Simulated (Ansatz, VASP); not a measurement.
# MnO2 in VASP and in Ansatz

INCAR

```
SYSTEM = MnO2
  PREC = Accurate
  ENCUT = 520
  EDIFF = 1E-7
  ISMEAR = 0
  SIGMA = 0.05
  LREAL = .False.
  LASPH = .True.
  NELM = 150
  ALGO = Normal
  ISIF = 2
  LWAVE = .False.
  LCHARG = .True.
  LMAXMIX = 4
  LDAU = .True.
  LDAUTYPE = 2
  LDAUL = 2 -1
  LDAUU = 2 0
  LDAUJ = 0 0
  LDAUPRINT = 1
  GGA = CA
  LELF = .True.
  LVHAR = .True.
  NBANDS = 20
```

The input KPOINTS:

```
Automatic mesh
0
Gamma
  7 7 6
  0 0 0
```

Contents of POSCAR:

```
MnO2
1.0
    2.4302502300     -1.4897917300      0.0000000000
    2.4302502300      1.4897917300      0.0000000000
   -0.0023926100      0.0000000000      3.4271624400
Mn O
1 2
Direct
    0.0000000000      0.0000000000      0.0000000000
    0.6879000000      0.6879000000      0.2889000000
    0.3121000000      0.3121000000      0.7111000000
```

The input input.yaml:

```yaml
crystal:
  lattice:
    - [2.43025023, -1.48979173, 0.0]
    - [2.43025023, 1.48979173, 0.0]
    - [-0.00239261, 0.0, 3.42716244]
  atoms:
    - { symbol: Mn, position: [0.0, 0.0, 0.0] }
    - { symbol: O, position: [0.6879, 0.6879, 0.2889] }
    - { symbol: O, position: [0.3121, 0.3121, 0.7111] }
kpoints:
  mp_grid: { grid: [7, 7, 6] }
scf:
  occupations: { method: gaussian, width: 0.05 }
hamiltonian:
  xc: lda
  pseudopotentials: { kind: all_electron, lapw: { basis_error: 0.002 } }
  hubbard:
    sites: [{ species: Mn, l: d, u_eff: 2 }]
    double_counting: fll
    projectors: ortho-atomic
output:
  forces: true
  stress: true
  eigenvalues: true
  hubbard: {}
```

Alike in both runs: task single point; functional LDA; k mesh 7 × 7 × 6; occupations gaussian, width 0.05 eV; no spin polarisation; Hubbard terms Mn d U = 2.0 eV.

```csv
,VASP,Ansatz
version,VASP 6.6.1,Ansatz 0.2.0
potentials or method,"VASP PAW LDA potentials, release 64 (Mn_pv, O), cutoff 520 eV","all-electron LAPW, scalar-relativistic"
```

|  | VASP | Ansatz | Ansatz less VASP |
| --- | --- | --- | --- |
| gap on the k mesh at the Fermi level (eV) | none | none | - |
| pressure (GPa) | -8.1 | -9.9 | -1.79 |
| traceless stress, the component that is largest in VASP (GPa) | 30.30 | 31.34 | +1.047 |
| rms of the force components (eV/Å) | 1.511 | 1.544 | +0.0324 |

LDA's correlation is that of Perdew and Zunger in VASP and of Perdew and Wang (1992) in Ansatz. The programs project onto different local orbitals, so the same U acts differently, and such runs can settle in different states. Atom by atom the forces differ by 0.076 eV/Å (rms over components). A gap of «none» marks a metal or a gap that the smearing closes. Ansatz ran all-electron here, and VASP with PAW potentials.

Noted on Ansatz's run: the k mesh is thin for a metal, which can move the energy by tens of meV per atom; U is the effective U less J, on atomic orbitals that reach past the spheres.
